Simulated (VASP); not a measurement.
Wanted: the native input for a VASP 6.6.1 run.

| Property | Result |
| --- | --- |
| Task | relaxation of the atoms |
| Functional | PBE |
| Potentials or basis | VASP PAW PBE potentials, release 64 (Zn, O) |
| Cutoff | 520 eV |
| k mesh | 11 × 11 × 6 |
| Occupations | fermi-dirac, width 0.02 eV |
| Spin | no spin polarisation |
| Dipole correction | no |
| Further INCAR settings | ALGO = Normal; EDIFF = 1e-07; IBRION = 2; EDIFFG = -0.02; NSW = 80 |

The structure of ZnO lies in POSCAR:

```
ZnO
1.0
    3.2921601668      0.0000000000      0.0000000000
   -1.6460800834      2.8510943378      0.0000000000
    0.0000000000      0.0000000000      5.2722789056
Zn O
2 2
Direct
    0.3333333333      0.6666666667      0.0004799578
    0.6666666667      0.3333333333      0.5004799578
    0.3333333333      0.6666666667      0.3816200422
    0.6666666667      0.3333333333      0.8816200422
```

One way to write it, as run:

INCAR

```
SYSTEM = ZnO
PREC     = Accurate       ! precision mode
ENCUT    = 520            ! plane-wave cutoff, eV
EDIFF    = 1E-7           ! SCF threshold, eV
ISMEAR   = -1             ! smearing method
SIGMA    = 0.02           ! smearing width, eV
LREAL    = .FALSE.        ! projectors in reciprocal space
LASPH    = .TRUE.         ! aspherical terms in the spheres
NELM     = 120            ! most SCF steps
ALGO     = Normal         ! electronic algorithm
ISIF     = 2              ! what is computed and relaxed
LWAVE    = .FALSE.        ! write WAVECAR
LCHARG   = .FALSE.        ! write CHGCAR
GGA      = PE             ! functional
IBRION   = 2              ! ionic algorithm
NSW      = 80             ! ionic steps
EDIFFG   = -0.02          ! ionic threshold
GGA_COMPAT= .FALSE.      
NELMIN   = 4
```

KPOINTS

```
Automatic mesh
0
G
  11 11 6
  0 0 0
```

Potentials or basis: VASP PAW PBE potentials, release 64 (Zn, O).

Launch:

```sh
$ cat potpaw_PBE.64/Zn/POTCAR potpaw_PBE.64/O/POTCAR > POTCAR
$ mpirun -np 1 vasp_std > vasp.out
```

It gave:

```yaml
Pressure_after_relaxing: 0.4 GPa
Largest_force_after_relaxing: 0.003 eV/Å
Band_gap_on_the_k_mesh: 0.73 eV
```

Caveat: the relaxation stopped at its first step, so nothing moved.

Run time: 49 s on 1 thread of AMD EPYC 7R13 Processor (Zen 3) (shared host), peak memory 0.17 GiB.
